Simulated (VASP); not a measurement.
# NaI (Fm-3m) in VASP: a series of runs

NaI is run at these levels: PBEsol; tasks: relaxation of cell and atoms.

Program: VASP 6.6.1. These are calculated values, not measurements. Logs are shortened: lines on timing, memory, paths and dates and some standing lists are left out, and cuts for length are marked.

### Step 1. The cell of the first run

It takes space group Fm-3m (No. 225, cubic). The conventional cell has a = 6.401 Å, b = 6.401 Å, c = 6.401 Å, α = 90.00°, β = 90.00°, γ = 90.00°. Within 4.2 Å of Na (site symmetry m-3m) lie 6 I at 3.20 Å. Within 4.2 Å of I (site symmetry m-3m) lie 6 Na at 3.20 Å.

### Step 2. Relaxation of cell and atoms, PBEsol, target pressure 1 GPa, at which the enthalpy is minimised

Input file INCAR:

```
SYSTEM = NaI
  ALGO = Normal
  EDIFF = 1E-7
  EDIFFG = -0.002
  ENCUT = 600
  GGA = PS
  IBRION = 2
  ISIF = 3
  ISMEAR = 0
  LASPH = .TRUE.
  LCHARG = .FALSE.
  LREAL = .FALSE.
  LWAVE = .FALSE.
  NELM = 60
  NSW = 100
  PREC = Accurate
  PSTRESS = 10.0
  SIGMA = 0.01
```

Input file KPOINTS:

```
k-points
0
G
  8 8 8
  0 0 0
```

Input file POSCAR:

```
NaI
1.0
    0.0000000000      3.2002564326      3.2002564326
    3.2002564326      0.0000000000      3.2002564326
    3.2002564326      3.2002564326      0.0000000000
Na I
1 1
Direct
    0.0000000000      0.0000000000      0.0000000000
    0.5000000000      0.5000000000      0.5000000000
```

Potentials or basis: VASP PAW PBE potentials, release 64 (Na_pv, I).

On the command line:

```bash
cat potpaw_PBE.64/Na_pv/POTCAR potpaw_PBE.64/I/POTCAR > POTCAR
mpirun -np 1 vasp_std > vasp.out
```

OUTCAR:

```text
SYSTEM = NaI
   EDIFF = 1E-7
   EDIFFG = -0.002
   ENCUT = 600
   GGA = PS
   IBRION = 2
   ISIF = 3
   ISMEAR = 0
   LASPH = .TRUE.
   LREAL = .FALSE.
   NELM = 60
   NSW = 100
   PREC = Accurate
   PSTRESS = 10.0

 ion  position               nearest neighbor table
   1  0.000  0.000  0.000-
   2  0.500  0.500  0.500-

  LATTYP: Found a face centered cubic cell.
 ALAT       =     6.4005128652

  Lattice vectors:

 A1 = (   0.0000000000,   3.2002564326,   3.2002564326)
 A2 = (   3.2002564326,   0.0000000000,   3.2002564326)
 A3 = (   3.2002564326,   3.2002564326,   0.0000000000)

Analysis of symmetry for initial positions (statically):
=====================================================================
 Subroutine PRICEL returns:
 Original cell was already a primitive cell.

 Routine SETGRP: Setting up the symmetry group for a
 face centered cubic supercell.

 Subroutine GETGRP returns: Found 48 space group operations
 (whereof 48 operations were pure point group operations)
 out of a pool of 48 trial point group operations.

The static configuration has the point symmetry O_h .

Analysis of symmetry for dynamics (positions and initial velocities):
=====================================================================
 Subroutine PRICEL returns:
 Original cell was already a primitive cell.

 Routine SETGRP: Setting up the symmetry group for a
 face centered cubic supercell.

 Subroutine GETGRP returns: Found 48 space group operations
 (whereof 48 operations were pure point group operations)
 out of a pool of 48 trial point group operations.

The dynamic configuration has the point symmetry O_h .

 Subroutine INISYM returns: Found 48 space group operations
 (whereof 48 operations are pure point group operations),
 and found     1 'primitive' translations

----------------------------------------------------------------------------------------

                                     Primitive cell

  volume of cell :      65.5518

  direct lattice vectors                    reciprocal lattice vectors
     0.000000000  3.200256433  3.200256433    -0.156237480  0.156237480  0.156237480
     3.200256433  0.000000000  3.200256433     0.156237480 -0.156237480  0.156237480
     3.200256433  3.200256433  0.000000000     0.156237480  0.156237480 -0.156237480

  length of vectors
[... 90 lines left out ...]
   POTIM  = 0.5000    time-step for ionic-motion
   TEBEG  =    0.0;   TEEND  =   0.0 temperature during run
   PSTRESS=   10.0 pullay stress
   NELECT =      14.0000    total number of electrons
   NUPDOWN=      -1.0000    fix difference up-down
   EMIN   =  10.00;   EMAX   =-10.00  energy-range for DOS
   EFERMI =   0.00;   METHOD = LEGACY
   ISMEAR =     0;   SIGMA  =   0.01  broadening in eV -4-tet -1-fermi 0-gaus
   EFERMI_NEDOS =   21; number of points for ismear=-14 and -15
   IALGO  =     38    algorithm
   IMIX   =      4    mixing-type and parameters
     AMIX     =   0.40;   BMIX     =  1.00
     AMIX_MAG =   1.60;   BMIX_MAG =  1.00
  volume/ion in A,a.u.               =      32.78       221.18
  Fermi-wavevector in a.u.,A,eV,Ry     =   0.978564  1.849219 13.028779  0.957588
  Thomas-Fermi vector in A             =   2.109350
   LORBIT       =      0    0 simple, 1 ext, 2 COOP (PROOUT), +10 PAW based schemes
   GGA     = PS    functional components
   LHFCALC =     F    Hartree Fock is set to
   AEXX    =    0.0000 exact exchange contribution
   IVDW    =     0    specifies the selected vdW correction
   LEPSILON=     F    determine dielectric tensor
   LRPA    =     F    only Hartree local field effects (RPA)
 conjugate gradient relaxation of ions
 non-spin polarized calculation
 Gauss-broadening in eV      SIGMA  =   0.01
  energy-cutoff  :      600.00
  volume of cell :       65.55
 maximum number of plane-waves:      2208
   NGX = 19   NGY = 19   NGZ = 19

--------------------------------------- Ionic step        1  -------------------------------------------

 number of electron      13.9999999 magnetization

 Free energy of the ion-electron system (eV)
  ---------------------------------------------------
  ext. energy  EPLUGINS =         0.00000000
  ---------------------------------------------------
  free energy    TOTEN  =        -5.66993392 eV

  energy without entropy =       -5.66993392  energy(sigma->0) =       -5.66993392

------------------------ aborting loop because EDIFF is reached ----------------------------------------

  FORCE on cell =-STRESS in cart. coord.  units (eV):
  Direction    XX          YY          ZZ          XY          YZ          ZX
  --------------------------------------------------------------------------------------
  -------------------------------------------------------------------------------------
  Total        0.0212694      0.0212694      0.0212694      0.0000000      0.0000000      0.0000000
  in kB        0.5198544      0.5198544      0.5198544      0.0000000      0.0000000      0.0000000
  external PRESSURE =      -9.4801456 kB  Pullay stress =      10.0000000 kB
[... 63 lines left out ...]
--------------------------------------- Ionic step        3  -------------------------------------------

 number of electron      14.0000008 magnetization

 Free energy of the ion-electron system (eV)
  ---------------------------------------------------
  ext. energy  EPLUGINS =         0.00000000
  ---------------------------------------------------
  free energy    TOTEN  =        -5.65993852 eV

  energy without entropy =       -5.65993852  energy(sigma->0) =       -5.65993852

 E-fermi :   1.4553     XC(G=0):  -8.1878

 val. band max:        1.3237382036   @ k =   0.0000   0.0000   0.0000
 cond. band min:       5.0553121729   @ k =   0.0000   0.0000   0.0000
 fundamental gap:      3.7315739693
 Fermi energy:         1.4553218677

 k-point     1 :       0.0000    0.0000    0.0000
  band No.  band energies     occupation
      1     -20.8446      2.00000
      2     -20.8446      2.00000
      3     -20.8446      2.00000
      4      -9.9663      2.00000
      5       1.3237      2.00000
      6       1.3237      2.00000
      7       1.3237      2.00000
      8       5.0553      0.00000
      9       9.1597      0.00000
     10       9.1597      0.00000
     11       9.1597      0.00000
[... 309 lines left out ...]
 k-point    24 :      -0.3750    0.2500    0.1250
  band No.  band energies     occupation
      1     -20.8516      2.00000
      2     -20.8471      2.00000
      3     -20.8458      2.00000
      4      -9.5067      2.00000
      5      -0.9023      2.00000
      6       0.2341      2.00000
      7       0.7408      2.00000
      8       7.4197      0.00000
      9       7.6818      0.00000
     10       9.6878      0.00000
     11       9.7928      0.00000

 [... further k-points ...]
[... 5 lines left out ...]
  --------------------------------------------------------------------------------------
  -------------------------------------------------------------------------------------
  Total        0.3921512      0.3921512      0.3921512      0.0000000      0.0000000     -0.0000000
  in kB       10.0686821     10.0686821     10.0686821      0.0000000      0.0000000     -0.0000000
  external PRESSURE =       0.0686821 kB  Pullay stress =      10.0000000 kB
[... 21 lines left out ...]
  energy  without entropy=       -5.6599385192  energy(sigma->0) =       -5.65993852

  enthalpy is  TOTEN    =        -5.2704622963 eV   P V=        0.3894762229

 reached required accuracy - stopping structural energy minimisation
```

OSZICAR:

```text
N       E                     dE             d eps       ncg     rms          rms(c)
DAV:   1     0.809598332213E+02    0.80960E+02   -0.74358E+03   638   0.127E+03
DAV:   2     0.900733460672E+00   -0.80059E+02   -0.75437E+02   687   0.244E+02
DAV:   3    -0.554659501928E+01   -0.64473E+01   -0.64168E+01   776   0.710E+01
[... 31 lines left out ...]
DAV:   8    -0.565993907911E+01    0.52237E-05   -0.17928E-06   656   0.868E-03    0.109E-01
DAV:   9    -0.565993811856E+01    0.96055E-06   -0.63151E-07   874   0.623E-03    0.643E-02
DAV:  10    -0.565993826744E+01   -0.14887E-06   -0.61927E-07   653   0.640E-03    0.109E-02
DAV:  11    -0.565993853052E+01   -0.26309E-06   -0.46478E-08   322   0.256E-03    0.402E-03
DAV:  12    -0.565993851918E+01    0.11341E-07   -0.18545E-08   319   0.119E-03
   3 F= -.52704623E+01 E0= -.52704623E+01  d E =-.967008E-02
```

It took 70 s on 1 thread of Intel Xeon Platinum 8259CL at 2.50GHz (Skylake/Cascade Lake), shared host; peak memory 0.22 GiB.

What came out:

```
Free energy                                            : -5.6599 eV
Relaxed volume                                         : 31.20 Å³/atom
Relaxed cell                                           : a = 4.452 Å, b = 4.452 Å, c = 4.452 Å, α = 60.00°, β = 60.00°, γ = 60.00°
Space group after relaxing (to 0.05 Å)                 : Fm-3m (No. 225)
Energy change on relaxing (the enthalpy is what falls) : +5.0 meV/atom
Ionic steps                                            : 3
Pressure after relaxing                                : 1.0 GPa
Band gap on the k mesh                                 : 3.73 eV, direct
```

The path:
```tsv
step	energy change (eV)	largest force (eV/Å)	pressure (GPa)	volume (Å³)
1	0.0000	0.0000	0.05	65.55
2	0.0035	0.0000	0.57	63.73
3	0.0100	0.0000	1.01	62.40
```

Final structure:
```yaml
crystal:
  lattice:
    - [0.00000, 3.14814, 3.14814]
    - [3.14814, 0.00000, 3.14814]
    - [3.14814, 3.14814, 0.00000]
  atoms:
    - { symbol: Na, position: [0.00000, 0.00000, 0.00000] }
    - { symbol: I, position: [0.50000, 0.50000, 0.50000] }
```

Levels at points of the mesh, in eV from the valence-band top:
| k point | band 4 | band 5 | band 6 | band 7 | band 8 | band 9 | band 10 | band 11 |
| --- | --- | --- | --- | --- | --- | --- | --- | --- |
| (0.00, 0.00, 0.00) | -11.29 | 0.00 | 0.00 | 0.00 | 3.73 | 7.84 | 7.84 | 7.84 |
| (0.50, 0.00, 0.00) | -10.88 | -2.53 | -0.34 | -0.34 | 4.96 | 7.43 | 7.43 | 9.31 |
| (0.50, 0.50, 0.00) | -10.79 | -2.23 | -0.88 | -0.88 | 4.49 | 5.26 | 10.25 | 11.70 |

Caveat: the cell is relaxed towards a set pressure, so the enthalpy falls and the energy may rise; the PAW data sets were made with another functional, which shifts forces and pressure a little; spin-orbit coupling is left out, which moves the levels of the heavy elements. Expect the measured gap to be larger: semilocal functionals such as PBEsol lack the derivative discontinuity.

(Part 1 of 2 ends here.)
